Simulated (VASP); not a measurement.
Here is a VASP 6.6.1 calculation.

The input POSCAR:

```
CuRu
1.0
    2.9312613211      0.0000000000      0.0000000000
    0.0000000000      2.9312613211      0.0000000000
    0.0000000000      0.0000000000      2.9312613211
Cu Ru
1 1
Direct
    0.0000000000      0.0000000000      0.0000000000
    0.5000000000      0.5000000000      0.5000000000
```

Contents of INCAR.step1:

```
SYSTEM = CuRu
ALGO = Normal
EDIFF = 1E-4
ENCUT = 520
GGA = PE
ISMEAR = 0
LASPH = .True.
LCHARG = .False.
LREAL = .False.
LWAVE = .True.
NBANDS = 20
NELM = 80
PREC = Accurate
SIGMA = 0.1
```

The input INCAR.step2:

```
SYSTEM = CuRu
ALGO = Normal
EDIFF = 1E-6
ENCUT = 520
ISIF = 2
ISMEAR = 0
ISTART = 1
LASPH = .True.
LCHARG = .False.
LMIXTAU = .True.
LREAL = .False.
LWAVE = .False.
METAGGA = R2SCAN
NBANDS = 20
NELM = 80
PREC = Accurate
SIGMA = 0.1
```

KPOINTS

```
k-points
0
Gamma
  6 6 6
  0 0 0
```

Potentials or basis: VASP PAW PBE potentials, release 64 (Cu, Ru_pv).

Command:

```bash
$ cat potpaw_PBE.64/Cu/POTCAR potpaw_PBE.64/Ru_pv/POTCAR > POTCAR
$ cp INCAR.step1 INCAR
$ mpirun -np 1 vasp_std > vasp.out
$ cp INCAR.step2 INCAR
$ mpirun -np 1 vasp_std > vasp.out
```

Question: Estimate the pressure.

Answer: 0.7 GPa.

Caveat: the PAW data sets were made with another functional, which shifts forces and pressure a little.
